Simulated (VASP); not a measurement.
# Sc (Fm-3m) in VASP: further runs

Runs on Sc. Level: LDA. Tasks: single point.

Everything below comes from runs of VASP 6.6.1. Logs are shortened: lines on timing, memory, paths and dates and some standing lists are left out, and cuts for length are marked.

## 1. The cell of the first run

The structure is cubic, space group Fm-3m (No. 225). The conventional cell has a = 4.479 Å, b = 4.479 Å, c = 4.479 Å, α = 90.00°, β = 90.00°, γ = 90.00°. Within 4.2 Å of Sc (site symmetry m-3m) lie 12 Sc at 3.17 Å.

## 2. Single point, LDA

INCAR reads:

```
SYSTEM = Sc
ALGO = Normal
EDIFF = 1E-6
ENCUT = 520
ISIF = 2
ISMEAR = -1
LASPH = .TRUE.
LCHARG = .TRUE.
LELF = .TRUE.
LREAL = .FALSE.
LVHAR = .TRUE.
LWAVE = .FALSE.
NBANDS = 12
NELM = 60
PREC = Accurate
SIGMA = 0.1
```

KPOINTS reads:

```
k-points
0
G
  15 15 15
  0 0 0
```

POSCAR reads:

```
Sc
1.0
    0.0000000000      2.2395065722      2.2395065722
    2.2395065722      0.0000000000      2.2395065722
    2.2395065722      2.2395065722      0.0000000000
Sc
1
Direct
    0.0000000000      0.0000000000      0.0000000000
```

Potentials or basis: VASP PAW LDA potentials, release 64 (Sc_sv).

Command:

```
$ cat potpaw_LDA.64/Sc_sv/POTCAR > POTCAR
$ mpirun -np 1 vasp_std > vasp.out
```

OUTCAR:

```text
SYSTEM = Sc
   EDIFF = 1E-6
   ENCUT = 520
   ISIF = 2
   ISMEAR = -1
   LASPH = .TRUE.
   LREAL = .FALSE.
   NELM = 60
   PREC = Accurate

 ion  position               nearest neighbor table
   1  0.000  0.000  0.000-

  LATTYP: Found a face centered cubic cell.
 ALAT       =     4.4790131444

  Lattice vectors:

 A1 = (   0.0000000000,   2.2395065722,   2.2395065722)
 A2 = (   2.2395065722,   0.0000000000,   2.2395065722)
 A3 = (   2.2395065722,   2.2395065722,   0.0000000000)

Analysis of symmetry for initial positions (statically):
[... 5 lines left out ...]
 face centered cubic supercell.

 Subroutine GETGRP returns: Found 48 space group operations
 (whereof 48 operations were pure point group operations)
 out of a pool of 48 trial point group operations.

The static configuration has the point symmetry O_h .

Analysis of symmetry for dynamics (positions and initial velocities):
[... 5 lines left out ...]
 face centered cubic supercell.

 Subroutine GETGRP returns: Found 48 space group operations
 (whereof 48 operations were pure point group operations)
 out of a pool of 48 trial point group operations.

The dynamic configuration has the point symmetry O_h .

 Subroutine INISYM returns: Found 48 space group operations
 (whereof 48 operations are pure point group operations),
 and found     1 'primitive' translations

----------------------------------------------------------------------------------------

                                     Primitive cell

  volume of cell :      22.4640

  direct lattice vectors                    reciprocal lattice vectors
     0.000000000  2.239506572  2.239506572    -0.223263466  0.223263466  0.223263466
     2.239506572  0.000000000  2.239506572     0.223263466 -0.223263466  0.223263466
     2.239506572  2.239506572  0.000000000     0.223263466  0.223263466 -0.223263466

  length of vectors
     3.167140567  3.167140567  3.167140567     0.386703667  0.386703667  0.386703667

  position of ions in fractional coordinates (direct lattice)
     0.000000000  0.000000000  0.000000000

  ion indices of the primitive-cell ions
   primitive index   ion index
                 1           1

----------------------------------------------------------------------------------------

 KPOINTS: k-points

Automatic generation of k-mesh.
 Grid dimensions read from file:
 generate k-points for:   15   15   15

 Generating k-lattice:

  Cartesian coordinates                     Fractional coordinates (reciprocal lattice)
    -0.014884231  0.014884231  0.014884231     0.066666667  0.000000000  0.000000000
     0.014884231 -0.014884231  0.014884231     0.000000000  0.066666667  0.000000000
     0.014884231  0.014884231 -0.014884231     0.000000000  0.000000000  0.066666667

  Length of vectors
     0.025780244  0.025780244  0.025780244

  Shift w.r.t. Gamma in fractional coordinates (k-lattice)
     0.000000000  0.000000000  0.000000000

 Subroutine IBZKPT returns following result:
 ===========================================

 Found    120 irreducible k-points:

 Following reciprocal coordinates:
            Coordinates               Weight
  0.000000  0.000000  0.000000      1.000000
  0.066667  0.000000  0.000000      8.000000
  0.133333  0.000000  0.000000      8.000000
  0.200000  0.000000  0.000000      8.000000
  0.266667  0.000000  0.000000      8.000000
  0.333333  0.000000  0.000000      8.000000
[... 16 lines left out ...]
  0.133333  0.133333  0.000000      6.000000
  0.200000  0.133333  0.000000     24.000000
 [... further k-points ...]
   k-points           NKPTS =    120   k-points in BZ     NKDIM =    120   number of bands    NBANDS=     12
   number of dos      NEDOS =    301   number of ions     NIONS =      1
   total plane-waves  NPLWV =  13824
   dimension x,y,z NGX =    24 NGY =   24 NGZ =   24
   dimension x,y,z NGXF=    48 NGYF=   48 NGZF=   48
   ions per type =               1
   NGX,Y,Z   is equivalent  to a cutoff of  12.60, 12.60, 12.60 a.u.
   NGXF,Y,Z  is equivalent  to a cutoff of  25.20, 25.20, 25.20 a.u.
 SYSTEM =  Sc
   PREC   = accura    normal or accurate (medium, high low for compatibility)
   ISTART =      0    job   : 0-new  1-cont  2-samecut
   ICHARG =      2    charge: 1-file 2-atom 10-const
   ISPIN  =      1    spin polarized calculation?
   LNONCOLLINEAR =      F non collinear calculations
   LSORBIT =      F    spin-orbit coupling
   LASPH  =      T    aspherical Exc in radial PAW
   ENCUT  =  520.0 eV  38.22 Ry    6.18 a.u.   5.89  5.89  5.89*2*pi/ulx,y,z
   NELM   =     60;   NELMIN=  2; NELMDL= -5     # of ELM steps
   EDIFF  = 0.1E-05   stopping-criterion for ELM
   LREAL  =      F    real-space projection
   EDIFFG = 0.1E-04   stopping-criterion for IOM
   NSW    =      0    number of steps for IOM
   IBRION =     -1    ionic relax: 0-MD 1-quasi-New 2-CG
   NFREE  =      0    steps in history (QN), initial steepest desc. (CG)
   ISIF   =      2    stress and relaxation
   ISYM   =      2    0-nonsym 1-usesym 2-fastsym
   POTIM  = 0.5000    time-step for ionic-motion
   TEBEG  =    0.0;   TEEND  =   0.0 temperature during run
   PSTRESS=    0.0 pullay stress
   NELECT =      11.0000    total number of electrons
   NUPDOWN=      -1.0000    fix difference up-down
   EMIN   =  10.00;   EMAX   =-10.00  energy-range for DOS
   EFERMI =   0.00;   METHOD = LEGACY
   ISMEAR =    -1;   SIGMA  =   0.10  broadening in eV -4-tet -1-fermi 0-gaus
   EFERMI_NEDOS =   21; number of points for ismear=-14 and -15
   IALGO  =     38    algorithm
   IMIX   =      4    mixing-type and parameters
     AMIX     =   0.40;   BMIX     =  1.00
     AMIX_MAG =   1.60;   BMIX_MAG =  1.00
  volume/ion in A,a.u.               =      22.46       151.59
  Fermi-wavevector in a.u.,A,eV,Ry     =   1.290358  2.438422 22.654006  1.665022
  Thomas-Fermi vector in A             =   2.422194
   LORBIT       =      0    0 simple, 1 ext, 2 COOP (PROOUT), +10 PAW based schemes
   GGA     = CA    functional components
   LHFCALC =     F    Hartree Fock is set to
   AEXX    =    0.0000 exact exchange contribution
   IVDW    =     0    specifies the selected vdW correction
   LEPSILON=     F    determine dielectric tensor
   LRPA    =     F    only Hartree local field effects (RPA)
 non-spin polarized calculation
  energy-cutoff  :      520.00
  volume of cell :       22.46
 maximum number of plane-waves:       620
   NGX = 11   NGY = 11   NGZ = 11

 number of electron      11.0000003 magnetization

 Free energy of the ion-electron system (eV)
  ---------------------------------------------------
  ext. energy  EPLUGINS =         0.00000000
  ---------------------------------------------------
  free energy    TOTEN  =        -6.71218898 eV

  energy without entropy =       -6.65673151  energy(sigma->0) =       -6.68446024

 E-fermi :   4.0858     XC(G=0): -10.5275

 val. band max:        4.0723584962   @ k =  -0.3333   0.4000   0.2000
 cond. band min:       4.0859849705   @ k =   0.4000   0.2000   0.0000
 fundamental gap:      0.0136264743
 Fermi energy:         4.0857645286

 k-point     1 :       0.0000    0.0000    0.0000
  band No.  band energies     occupation
      1     -44.5107      2.00000
      2     -23.1957      2.00000
      3     -23.1957      2.00000
      4     -23.1957      2.00000
      5      -1.2192      2.00000
      6       5.7312      0.00000
      7       5.7312      0.00000
      8       5.7312      0.00000
      9       7.2838      0.00000
     10       7.2838      0.00000
     11      17.2004      0.00000
     12      20.8992      0.00000

 k-point     2 :       0.0667    0.0000    0.0000
  band No.  band energies     occupation
      1     -44.5067      2.00000
      2     -23.2209      2.00000
      3     -23.1989      2.00000
      4     -23.1989      2.00000
      5      -1.0958      2.00000
      6       5.6380      0.00000
      7       5.7788      0.00000
      8       5.7788      0.00000
      9       7.2493      0.00000
     10       7.2493      0.00000
     11      17.3348      0.00000
     12      19.9543      0.00000

 k-point     3 :       0.1333    0.0000    0.0000
  band No.  band energies     occupation
      1     -44.4953      2.00000
      2     -23.2916      2.00000
      3     -23.2077      2.00000
      4     -23.2077      2.00000
      5      -0.7364      2.00000
      6       5.3913      0.00000
      7       5.8927      0.00000
      8       5.8927      0.00000
      9       7.1839      0.00000
     10       7.1839      0.00000
     11      17.5231      0.00000
     12      18.4867      0.00000

 k-point     4 :       0.2000    0.0000    0.0000
  band No.  band energies     occupation
      1     -44.4785      2.00000
      2     -23.3945      2.00000
      3     -23.2207      2.00000
      4     -23.2207      2.00000
      5      -0.1756      2.00000
      6       5.0701      0.00011
      7       5.9776      0.00000
      8       5.9776      0.00000
      9       7.2009      0.00000
     10       7.2009      0.00000
     11      16.5142      0.00000
     12      18.0789      0.00000

 k-point     5 :       0.2667    0.0000    0.0000
  band No.  band energies     occupation
      1     -44.4591      2.00000
      2     -23.5107      2.00000
      3     -23.2356      2.00000
      4     -23.2356      2.00000
      5       0.5224      2.00000
      6       4.7649      0.00224
      7       5.9367      0.00000
      8       5.9367      0.00000
      9       7.4070      0.00000
     10       7.4070      0.00000
     11      15.0126      0.00000
     12      17.8190      0.00000
[... 228 lines left out ...]
      1     -44.4870      2.00000
      2     -23.3327      2.00000
      3     -23.2309      2.00000
      4     -23.2072      2.00000
      5      -0.4664      2.00000
      6       5.2201      0.00002
      7       5.9381      0.00000
      8       5.9952      0.00000
      9       6.9654      0.00000
     10       7.3448      0.00000
     11      17.4496      0.00000
     12      18.0717      0.00000

 k-point    22 :      -0.0667    0.0667    0.0000
  band No.  band energies     occupation
      1     -44.5002      2.00000
      2     -23.2560      2.00000
      3     -23.2132      2.00000
      4     -23.1999      2.00000
      5      -0.8937      2.00000
      6       5.4883      0.00000
      7       5.8532      0.00000
      8       5.8560      0.00000
      9       7.1094      0.00000
     10       7.2933      0.00000
     11      17.5171      0.00000
     12      19.1492      0.00000

 k-point    23 :       0.1333    0.1333    0.0000
  band No.  band energies     occupation
      1     -44.4902      2.00000
      2     -23.2892      2.00000
      3     -23.2286      2.00000
      4     -23.2286      2.00000
      5      -0.5790      2.00000
      6       5.2148      0.00002
      7       6.0317      0.00000
      8       6.0317      0.00000
      9       6.7623      0.00000
     10       7.4398      0.00000
     11      17.8695      0.00000
     12      19.1268      0.00000

 k-point    24 :       0.2000    0.1333    0.0000
  band No.  band energies     occupation
      1     -44.4777      2.00000
      2     -23.3560      2.00000
      3     -23.2452      2.00000
      4     -23.2408      2.00000
      5      -0.1672      2.00000
      6       4.9589      0.00032
      7       6.1155      0.00000
      8       6.1812      0.00000
      9       6.6208      0.00000
     10       7.5192      0.00000
     11      17.7373      0.00000
     12      18.3115      0.00000

 [... further k-points ...]
[... 5 lines left out ...]
  --------------------------------------------------------------------------------------
  -------------------------------------------------------------------------------------
  Total        0.0096402      0.0096402      0.0096402      0.0000000      0.0000000     -0.0000000
  in kB        0.6875619      0.6875619      0.6875619      0.0000000      0.0000000     -0.0000000
  external PRESSURE =       0.6875619 kB  Pullay stress =       0.0000000 kB

 VOLUME and BASIS-vectors are now :
 -----------------------------------------------------------------------------
  energy-cutoff  :      520.00
  volume of cell :       22.46
      direct lattice vectors                 reciprocal lattice vectors
     0.000000000  2.239506572  2.239506572    -0.223263466  0.223263466  0.223263466
     2.239506572  0.000000000  2.239506572     0.223263466 -0.223263466  0.223263466
     2.239506572  2.239506572  0.000000000     0.223263466  0.223263466 -0.223263466

 POSITION                                       TOTAL-FORCE (eV/Angst)
 -----------------------------------------------------------------------------------
      0.00000      0.00000      0.00000         0.000000      0.000000      0.000000
 -----------------------------------------------------------------------------------
    total drift:                                0.000000      0.000000      0.000000

  FREE ENERGIE OF THE ION-ELECTRON SYSTEM (eV)
  ---------------------------------------------------
  free  energy   TOTEN  =        -6.7121889788 eV

  energy  without entropy=       -6.6567315052  energy(sigma->0) =       -6.68446024
```

Run time: 24 s. Hardware: 1 thread of AMD EPYC 7R43 (Zen 3), shared host; peak memory 0.11 GiB.

Results:

```
Free energy : -6.7122 eV
Pressure    : 0.1 GPa
```

## 3. Single point, LDA

INCAR reads:

```
SYSTEM = Sc
PREC = Accurate ; ENCUT = 520
EDIFF = 1E-6 ; ISMEAR = -1
SIGMA = 0.1 ; LREAL = .False.
LASPH = .True. ; NELM = 100
ALGO = Normal ; ISIF = 2
LWAVE = .False. ; LCHARG = .True.
GGA = CA ; LELF = .True.
LVHAR = .True. ; NBANDS = 12
```

KPOINTS reads:

```
Automatic mesh
0
Gamma
  15 15 15
  0 0 0
```

POSCAR is that of step 2.

Potentials or basis: VASP PAW LDA potentials, release 64 (Sc_sv).

Command:

```
$ cat potpaw_LDA.64/Sc_sv/POTCAR > POTCAR
$ mpirun -np 1 vasp_std > vasp.out
```

It took 25 s on 1 thread of AMD EPYC 7R43 (Zen 3), shared host; peak memory 0.11 GiB.

Results (log left out):

```
Free energy : -6.7122 eV
Pressure    : 0.1 GPa
```

Levels at points of the mesh, in eV from the Fermi level:
```
           k point  band 3  band 4  band 5  band 6  band 7  band 8
(0.00, 0.00, 0.00)  -27.28  -27.28   -5.30    1.65    1.65    1.65
```

## 4. Single point, LDA (volume scaled by 0.4)

INCAR reads:

```
SYSTEM = Sc
PREC     = Accurate       ! precision mode
ENCUT    = 520            ! plane-wave cutoff, eV
EDIFF    = 1E-7           ! SCF threshold, eV
ISMEAR   = -1             ! smearing method
SIGMA    = 0.1            ! smearing width, eV
LREAL    = .False.        ! projectors in reciprocal space
LASPH    = .True.         ! aspherical terms in the spheres
NELM     = 80             ! most SCF steps
ALGO     = Normal         ! electronic algorithm
ISIF     = 2              ! what is computed and relaxed
LWAVE    = .False.        ! write WAVECAR
LCHARG   = .False.        ! write CHGCAR
GGA      = CA             ! functional
NBANDS   = 12             ! bands
```

KPOINTS reads:

```
regular mesh
0
Gamma
  15 15 15
  0 0 0
```

POSCAR reads:

```
Sc
1.0
    0.0000000000      1.6500825507      1.6500825507
    1.6500825507      0.0000000000      1.6500825507
    1.6500825507      1.6500825507      0.0000000000
Sc
1
Direct
    0.0000000000      0.0000000000      0.0000000000
```

Potentials or basis: VASP PAW LDA potentials, release 64 (Sc_sv).

Command:

```
$ cat potpaw_LDA.64/Sc_sv/POTCAR > POTCAR
$ mpirun -np 1 vasp_std > vasp.out
```

OUTCAR:

```text
SYSTEM = Sc
   PREC = Accurate
   ENCUT = 520
   EDIFF = 1E-7
   ISMEAR = -1
   LREAL = .False.
   LASPH = .True.
   NELM = 80
   ISIF = 2
   GGA = CA

 ion  position               nearest neighbor table
   1  0.000  0.000  0.000-

  LATTYP: Found a face centered cubic cell.
 ALAT       =     3.3001651014

  Lattice vectors:

 A1 = (   0.0000000000,   1.6500825507,   1.6500825507)
 A2 = (   1.6500825507,   0.0000000000,   1.6500825507)
 A3 = (   1.6500825507,   1.6500825507,   0.0000000000)

Analysis of symmetry for initial positions (statically):
[... 5 lines left out ...]
 face centered cubic supercell.

 Subroutine GETGRP returns: Found 48 space group operations
 (whereof 48 operations were pure point group operations)
 out of a pool of 48 trial point group operations.

The static configuration has the point symmetry O_h .

Analysis of symmetry for dynamics (positions and initial velocities):
[... 5 lines left out ...]
 face centered cubic supercell.

 Subroutine GETGRP returns: Found 48 space group operations
 (whereof 48 operations were pure point group operations)
 out of a pool of 48 trial point group operations.

The dynamic configuration has the point symmetry O_h .

 Subroutine INISYM returns: Found 48 space group operations
[... 145 lines left out ...]
 val. band max:       11.9987753236   @ k =   0.2000   0.1333   0.0000
 cond. band min:      12.0450213671   @ k =  -0.4000   0.2000   0.0000
 fundamental gap:      0.0462460435
 Fermi energy:        12.0050250506

 k-point     1 :       0.0000    0.0000    0.0000
  band No.  band energies     occupation
      1     -37.4128      2.00000
      2     -11.8358      2.00000
      3     -11.8358      2.00000
      4     -11.8358      2.00000
      5       9.3357      2.00000
      6      14.0307      0.00000
      7      14.0307      0.00000
      8      14.0307      0.00000
      9      18.5451      0.00000
     10      18.5451      0.00000
     11      31.5352      0.00000
     12      40.1886      0.00000
[... 331 lines left out ...]
 k-point    24 :       0.2000    0.1333    0.0000
  band No.  band energies     occupation
      1     -36.7112      2.00000
      2     -13.7493      2.00000
      3     -12.4367      2.00000
      4     -12.3789      2.00000
      5      11.2589      1.99885
      6      11.9988      1.03124
      7      15.2631      0.00000
      8      15.5869      0.00000
      9      16.9255      0.00000
     10      19.2227      0.00000
     11      35.6206      0.00000
     12      36.2214      0.00000

 [... further k-points ...]
[... 5 lines left out ...]
  --------------------------------------------------------------------------------------
  -------------------------------------------------------------------------------------
  Total       10.7725030     10.7725030     10.7725030      0.0000000      0.0000000      0.0000000
  in kB     1920.7913747   1920.7913747   1920.7913747      0.0000000      0.0000000      0.0000000
  external PRESSURE =    1920.7913747 kB  Pullay stress =       0.0000000 kB

 VOLUME and BASIS-vectors are now :
 -----------------------------------------------------------------------------
  energy-cutoff  :      520.00
  volume of cell :        8.99
      direct lattice vectors                 reciprocal lattice vectors
     0.000000000  1.650082551  1.650082551    -0.303015143  0.303015143  0.303015143
     1.650082551  0.000000000  1.650082551     0.303015143 -0.303015143  0.303015143
     1.650082551  1.650082551  0.000000000     0.303015143  0.303015143 -0.303015143

 POSITION                                       TOTAL-FORCE (eV/Angst)
 -----------------------------------------------------------------------------------
      0.00000      0.00000      0.00000         0.000000      0.000000      0.000000
 -----------------------------------------------------------------------------------
    total drift:                                0.000000      0.000000      0.000000

  FREE ENERGIE OF THE ION-ELECTRON SYSTEM (eV)
  ---------------------------------------------------
  free  energy   TOTEN  =        -2.2217226516 eV

  energy  without entropy=       -2.1973597186  energy(sigma->0) =       -2.20954119
```

It took 4.7 s on 1 thread of Intel Xeon 6975P-C (Granite Rapids), shared host; peak memory 0.12 GiB.

Results:

| Item | Value |
| --- | --- |
| Free energy | -2.2217 eV |
| Pressure | 192.1 GPa |

(Continued in part 2 of 2.)
